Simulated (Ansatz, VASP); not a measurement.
# Two plane-wave programs on TiTe2

Contents of INCAR:

```
ALGO = Normal
EDIFF = 1E-6
ENCUT = 500
GGA = PS
GGA_COMPAT = False
ISIF = 2
ISMEAR = 0
LASPH = True
LCHARG = False
LREAL = False
LWAVE = False
NBANDS = 19
NELM = 120
PREC = Accurate
SIGMA = 0.05
```

KPOINTS

```
k-points
0
Gamma
  10 10 10
```

POSCAR

```
TiTe2
1.0
    0.0000000000      3.4428591255      3.4428591255
    3.4428591255      0.0000000000      3.4428591255
    3.4428591255      3.4428591255      0.0000000000
Ti Te
1 2
Direct
    0.0000000000      0.0000000000      0.0000000000
    0.2500000000      0.2500000000      0.2500000000
    0.7500000000      0.7500000000      0.7500000000
```

Input for Ansatz:

```yaml
crystal:
  lattice:
    - [0.0, 3.4428591255, 3.4428591255]
    - [3.4428591255, 0.0, 3.4428591255]
    - [3.4428591255, 3.4428591255, 0.0]
  atoms:
    - { symbol: Ti, position: [0.0, 0.0, 0.0] }
    - { symbol: Te, position: [0.25, 0.25, 0.25] }
    - { symbol: Te, position: [0.75, 0.75, 0.75] }
basis:
  ecutwfc: 420
  ecutrho_ratio: 4
kpoints:
  mp_grid: { grid: [10, 10, 10] }
hamiltonian:
  xc: pbesol
scf:
  occupations: { method: gaussian, width: 0.05 }
output:
  forces: true
  stress: true
  eigenvalues: true
  populations: true
```

Alike in both runs: task single point; functional PBEsol; k mesh 10 × 10 × 10; occupations gaussian, width 0.05 eV; no spin polarisation.

```csv
,VASP,Ansatz
version,VASP 6.6.1,Ansatz 0.2.0
potentials or method,"VASP PAW PBE potentials, release 64 (Ti_sv, Te), cutoff 500 eV","scalar-relativistic, plane waves, PAW"
valence electrons in the cell,24,44
```

Ansatz gave:

```
gap on the k mesh at the Fermi level (eV) : none
pressure (GPa)                            : -3.1
```

Problem. Which values does VASP return?

Solution. gap on the k mesh at the Fermi level (eV): none; pressure (GPa): -3.0.

VASP's potentials were made for PBE, not for PBEsol. A gap of «none» marks a metal or a gap that the smearing closes. VASP's potentials hold 24 valence electrons a cell and Ansatz's 44, so a difference there can come from the potentials and not from the codes.

Neither program's run includes spin-orbit coupling.
